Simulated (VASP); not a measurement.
# La2O3 (P-3m1) in VASP: notebook

La2O3 is run at these levels: PBE; tasks: single point, relaxation of cell and atoms.

Program: VASP 6.6.1. These are calculated values, not measurements. Logs are shortened: lines on timing, memory, paths and dates and some standing lists are left out, and cuts for length are marked.

## (1) The cell of the first run

The structure is trigonal, space group P-3m1 (No. 164). The conventional cell has a = 3.940 Å, b = 3.940 Å, c = 6.187 Å, α = 90.00°, β = 90.00°, γ = 120.00°. La (site symmetry 3m) has 7 O at 2.37 to 2.74 Å within 3.1 Å. O (site symmetry 3m) has 4 La at 2.37 to 2.46 Å and 3 O at 2.90 Å within 3.1 Å. O (site symmetry -3m) has 6 La at 2.74 Å and 6 O at 3.16 Å within 3.6 Å.

## (2) Single point, PBE

Input file INCAR:

```
SYSTEM = La2O3
ALGO = Normal
EDIFF = 1E-6
ENCUT = 520
GGA = PE
ISIF = 2
ISMEAR = 0
LASPH = .TRUE.
LCHARG = .TRUE.
LELF = .TRUE.
LREAL = .FALSE.
LVHAR = .TRUE.
LWAVE = .FALSE.
NBANDS = 28
NELM = 100
PREC = Accurate
SIGMA = 0.02
```

Input file KPOINTS:

```
k-points
0
G
  9 9 4
  0 0 0
```

Input file POSCAR:

```
La2O3
1.0
    3.9404525844      0.0000000000      0.0000000000
   -1.9702262922      3.4125320405      0.0000000000
    0.0000000000      0.0000000000      6.1873633990
La O
2 3
Direct
    0.6666666667      0.3333333333      0.7526270475
    0.3333333333      0.6666666667      0.2473729525
    0.6666666667      0.3333333333      0.3546960245
    0.3333333333      0.6666666667      0.6453039755
    0.0000000000      0.0000000000      0.0000000000
```

Potentials or basis: VASP PAW PBE potentials, release 64 (La, O).

Run with:

```
$ cat potpaw_PBE.64/La/POTCAR potpaw_PBE.64/O/POTCAR > POTCAR
$ mpirun -np 1 vasp_std > vasp.out
```

OUTCAR:

```text
SYSTEM = La2O3
   EDIFF = 1E-6
   ENCUT = 520
   GGA = PE
   ISIF = 2
   ISMEAR = 0
   LASPH = .TRUE.
   LREAL = .FALSE.
   NELM = 100
   PREC = Accurate

 ion  position               nearest neighbor table
   1  0.667  0.333  0.753-   4 2.37   4 2.37   4 2.37   3 2.46   5 2.74   5 2.74   5 2.74
   2  0.333  0.667  0.247-   3 2.37   3 2.37   3 2.37   4 2.46   5 2.74   5 2.74   5 2.74
   3  0.667  0.333  0.355-   2 2.37   2 2.37   2 2.37   1 2.46
   4  0.333  0.667  0.645-   1 2.37   1 2.37   1 2.37   2 2.46
   5  0.000  0.000  0.000-   1 2.74   2 2.74   1 2.74   2 2.74   1 2.74   2 2.74

  LATTYP: Found a hexagonal cell.
 ALAT       =     3.9404525844
 C/A-ratio  =     1.5702164324

  Lattice vectors:

 A1 = (   3.9404525844,   0.0000000000,   0.0000000000)
 A2 = (  -1.9702262922,   3.4125320405,   0.0000000000)
 A3 = (   0.0000000000,   0.0000000000,   6.1873633990)

Analysis of symmetry for initial positions (statically):
=====================================================================
 Subroutine PRICEL returns:
 Original cell was already a primitive cell.

 Routine SETGRP: Setting up the symmetry group for a
 hexagonal supercell.

 Subroutine GETGRP returns: Found 12 space group operations
 (whereof 12 operations were pure point group operations)
 out of a pool of 24 trial point group operations.

The static configuration has the point symmetry D_3d.

Analysis of symmetry for dynamics (positions and initial velocities):
=====================================================================
 Subroutine PRICEL returns:
 Original cell was already a primitive cell.

 Routine SETGRP: Setting up the symmetry group for a
 hexagonal supercell.

 Subroutine GETGRP returns: Found 12 space group operations
 (whereof 12 operations were pure point group operations)
 out of a pool of 24 trial point group operations.

The dynamic configuration has the point symmetry D_3d.

 Subroutine INISYM returns: Found 12 space group operations
 (whereof 12 operations are pure point group operations),
 and found     1 'primitive' translations

----------------------------------------------------------------------------------------

                                     Primitive cell

  volume of cell :      83.2010

  direct lattice vectors                    reciprocal lattice vectors
     3.940452584  0.000000000  0.000000000     0.253777955  0.146518771  0.000000000
    -1.970226292  3.412532040  0.000000000     0.000000000  0.293037542  0.000000000
     0.000000000  0.000000000  6.187363399     0.000000000  0.000000000  0.161619730

  length of vectors
     3.940452584  3.940452584  6.187363399     0.293037542  0.293037542  0.161619730

  position of ions in fractional coordinates (direct lattice)
     0.666666667  0.333333333  0.752627047
     0.333333333  0.666666667  0.247372953
     0.666666667  0.333333333  0.354696025
     0.333333333  0.666666667  0.645303975
     0.000000000  0.000000000  0.000000000

  ion indices of the primitive-cell ions
   primitive index   ion index
                 1           1
                 2           2
                 3           3
                 4           4
                 5           5

----------------------------------------------------------------------------------------

 KPOINTS: k-points

Automatic generation of k-mesh.
 Grid dimensions read from file:
 generate k-points for:    9    9    4

 Generating k-lattice:

  Cartesian coordinates                     Fractional coordinates (reciprocal lattice)
     0.028197551  0.016279863  0.000000000     0.111111111  0.000000000  0.000000000
     0.000000000  0.032559727  0.000000000     0.000000000  0.111111111  0.000000000
     0.000000000  0.000000000  0.040404932     0.000000000  0.000000000  0.250000000

  Length of vectors
     0.032559727  0.032559727  0.040404932

  Shift w.r.t. Gamma in fractional coordinates (k-lattice)
     0.000000000  0.000000000  0.000000000

 Subroutine IBZKPT returns following result:
 ===========================================

 Found     43 irreducible k-points:

 Following reciprocal coordinates:
            Coordinates               Weight
  0.000000  0.000000  0.000000      1.000000
  0.111111  0.000000  0.000000      6.000000
  0.222222 -0.000000  0.000000      6.000000
  0.333333  0.000000  0.000000      6.000000
  0.444444 -0.000000  0.000000      6.000000
  0.111111  0.111111  0.000000      6.000000
[... 16 lines left out ...]
  0.222222  0.111111  0.250000     12.000000
 -0.111111  0.333333  0.250000     12.000000
 [... further k-points ...]
   k-points           NKPTS =     43   k-points in BZ     NKDIM =     43   number of bands    NBANDS=     28
   number of dos      NEDOS =    301   number of ions     NIONS =      5
   total plane-waves  NPLWV =  43200
   dimension x,y,z NGX =    30 NGY =   30 NGZ =   48
   dimension x,y,z NGXF=    60 NGYF=   60 NGZF=   96
   ions per type =               2   3
   NGX,Y,Z   is equivalent  to a cutoff of  12.66, 12.66, 12.90 a.u.
   NGXF,Y,Z  is equivalent  to a cutoff of  25.31, 25.31, 25.79 a.u.
 SYSTEM =  La2O3
   PREC   = accura    normal or accurate (medium, high low for compatibility)
   ISTART =      0    job   : 0-new  1-cont  2-samecut
   ICHARG =      2    charge: 1-file 2-atom 10-const
   ISPIN  =      1    spin polarized calculation?
   LNONCOLLINEAR =      F non collinear calculations
   LSORBIT =      F    spin-orbit coupling
   LASPH  =      T    aspherical Exc in radial PAW
   ENCUT  =  520.0 eV  38.22 Ry    6.18 a.u.   7.33  7.33 11.50*2*pi/ulx,y,z
   NELM   =    100;   NELMIN=  2; NELMDL= -5     # of ELM steps
   EDIFF  = 0.1E-05   stopping-criterion for ELM
   LREAL  =      F    real-space projection
   EDIFFG = 0.1E-04   stopping-criterion for IOM
   NSW    =      0    number of steps for IOM
   IBRION =     -1    ionic relax: 0-MD 1-quasi-New 2-CG
   NFREE  =      0    steps in history (QN), initial steepest desc. (CG)
   ISIF   =      2    stress and relaxation
   ISYM   =      2    0-nonsym 1-usesym 2-fastsym
   POTIM  = 0.5000    time-step for ionic-motion
   TEBEG  =    0.0;   TEEND  =   0.0 temperature during run
   PSTRESS=    0.0 pullay stress
   NELECT =      40.0000    total number of electrons
   NUPDOWN=      -1.0000    fix difference up-down
   EMIN   =  10.00;   EMAX   =-10.00  energy-range for DOS
   EFERMI =   0.00;   METHOD = LEGACY
   ISMEAR =     0;   SIGMA  =   0.02  broadening in eV -4-tet -1-fermi 0-gaus
   EFERMI_NEDOS =   21; number of points for ismear=-14 and -15
   IALGO  =     38    algorithm
   IMIX   =      4    mixing-type and parameters
     AMIX     =   0.40;   BMIX     =  1.00
     AMIX_MAG =   1.60;   BMIX_MAG =  1.00
  volume/ion in A,a.u.               =      16.64       112.29
  Fermi-wavevector in a.u.,A,eV,Ry     =   1.282484  2.423544 22.378394  1.644766
  Thomas-Fermi vector in A             =   2.414793
   LORBIT       =      0    0 simple, 1 ext, 2 COOP (PROOUT), +10 PAW based schemes
   GGA     = PE    functional components
   LHFCALC =     F    Hartree Fock is set to
   AEXX    =    0.0000 exact exchange contribution
   IVDW    =     0    specifies the selected vdW correction
   LEPSILON=     F    determine dielectric tensor
   LRPA    =     F    only Hartree local field effects (RPA)
 non-spin polarized calculation
 Gauss-broadening in eV      SIGMA  =   0.02
  energy-cutoff  :      520.00
  volume of cell :       83.20
 maximum number of plane-waves:      2273
 NGX is ok and might be reduce to    30
   NGX = 15   NGY = 15   NGZ = 23

 number of electron      39.9999988 magnetization

 Free energy of the ion-electron system (eV)
  ---------------------------------------------------
  ext. energy  EPLUGINS =         0.00000000
  ---------------------------------------------------
  free energy    TOTEN  =       -41.82512066 eV

  energy without entropy =      -41.82512066  energy(sigma->0) =      -41.82512066

 E-fermi :   5.9724     XC(G=0): -10.3859

 val. band max:        5.7914145052   @ k =   0.4444  -0.0000   0.5000
 cond. band min:       9.6681643834   @ k =   0.3333   0.3333   0.0000
 fundamental gap:      3.8767498782
 Fermi energy:         5.9723516816

 k-point     1 :       0.0000    0.0000    0.0000
  band No.  band energies     occupation
      1     -24.0569      2.00000
      2     -23.8380      2.00000
      3     -11.0741      2.00000
      4      -9.8471      2.00000
      5      -9.3892      2.00000
      6      -7.5211      2.00000
[... 20 lines left out ...]
     27      11.1108      0.00000
     28      11.2995      0.00000

 k-point     2 :       0.1111    0.0000    0.0000
  band No.  band energies     occupation
      1     -24.0369      2.00000
      2     -23.8292      2.00000
      3     -11.0758      2.00000
      4     -10.0757      2.00000
      5      -9.5540      2.00000
      6      -7.5684      2.00000
[... 20 lines left out ...]
     27      11.1933      0.00000
     28      11.3219      0.00000

 k-point     3 :       0.2222   -0.0000    0.0000
  band No.  band energies     occupation
      1     -23.9838      2.00000
      2     -23.8087      2.00000
      3     -11.1351      2.00000
      4     -10.5575      2.00000
      5      -9.7544      2.00000
      6      -7.6779      2.00000
[... 20 lines left out ...]
     27      11.2285      0.00000
     28      11.2799      0.00000

 k-point     4 :       0.3333    0.0000    0.0000
  band No.  band energies     occupation
      1     -23.9172      2.00000
      2     -23.7903      2.00000
      3     -11.2857      2.00000
      4     -11.0208      2.00000
      5      -9.7064      2.00000
      6      -7.7910      2.00000
[... 578 lines left out ...]
     27      11.1267      0.00000
     28      11.2779      0.00000

 k-point    23 :       0.2222    0.1111    0.2500
  band No.  band energies     occupation
      1     -23.9196      2.00000
      2     -23.8165      2.00000
      3     -11.2665      2.00000
      4     -10.8571      2.00000
      5      -9.7353      2.00000
      6      -7.7807      2.00000
[... 20 lines left out ...]
     27      11.1477      0.00000
     28      11.2248      0.00000

 k-point    24 :      -0.1111    0.3333    0.2500
  band No.  band energies     occupation
      1     -23.9200      2.00000
      2     -23.8160      2.00000
      3     -11.2652      2.00000
      4     -10.9103      2.00000
      5      -9.5946      2.00000
      6      -7.8273      2.00000
[... 20 lines left out ...]
     27      11.1358      0.00000
     28      11.2186      0.00000

 [... further k-points ...]
[... 5 lines left out ...]
  --------------------------------------------------------------------------------------
  -------------------------------------------------------------------------------------
  Total       -0.1547440     -0.1547440     -0.1191292      0.0000000      0.0000000      0.0000000
  in kB       -2.9798600     -2.9798600     -2.2940358      0.0000000      0.0000000      0.0000000
  external PRESSURE =      -2.7512519 kB  Pullay stress =       0.0000000 kB

 VOLUME and BASIS-vectors are now :
 -----------------------------------------------------------------------------
  energy-cutoff  :      520.00
  volume of cell :       83.20
      direct lattice vectors                 reciprocal lattice vectors
     3.940452584  0.000000000  0.000000000     0.253777955  0.146518771  0.000000000
    -1.970226292  3.412532040  0.000000000     0.000000000  0.293037542  0.000000000
     0.000000000  0.000000000  6.187363399     0.000000000  0.000000000  0.161619730

 POSITION                                       TOTAL-FORCE (eV/Angst)
 -----------------------------------------------------------------------------------
      1.97023      1.13751      4.65678         0.000000     -0.000000     -0.012441
     -0.00000      2.27502      1.53059         0.000000      0.000000      0.012441
      1.97023      1.13751      2.19463        -0.000000     -0.000000     -0.004508
     -0.00000      2.27502      3.99273        -0.000000      0.000000      0.004508
      0.00000      0.00000      0.00000        -0.000000      0.000000     -0.000000
 -----------------------------------------------------------------------------------
    total drift:                                0.000000      0.000000      0.000000

  FREE ENERGIE OF THE ION-ELECTRON SYSTEM (eV)
  ---------------------------------------------------
  free  energy   TOTEN  =       -41.8251206583 eV

  energy  without entropy=      -41.8251206583  energy(sigma->0) =      -41.82512066
```

It took 3.5 min on 1 thread of AMD EPYC 7R43 (Zen 3), shared host; peak memory 0.21 GiB.

What came out:

| Item | Value |
| --- | --- |
| Free energy | -41.8251 eV |
| Pressure | -0.3 GPa |
| Largest force | 0.012 eV/Å |
| Band gap on the k mesh | 3.88 eV, indirect (least direct gap 3.98 eV) |

Forces on the atoms (eV/Å):
```
La   0.000  0.000 -0.012
La   0.000  0.000  0.012
O    0.000  0.000 -0.005
O    0.000  0.000  0.005
O    0.000  0.000  0.000
```

Levels at points of the mesh, in eV from the valence-band top:
```
           k point  band 18  band 19  band 20  band 21  band 22  band 23
(0.00, 0.00, 0.00)    -0.33    -0.33    -0.08     4.27     4.63     4.63
(0.00, 0.00, 0.50)    -0.74    -0.25    -0.25     4.66     4.74     4.74
```

Caveat: spin-orbit coupling is left out, which moves the levels of the heavy elements.

(Part 1 of 2 ends here.)
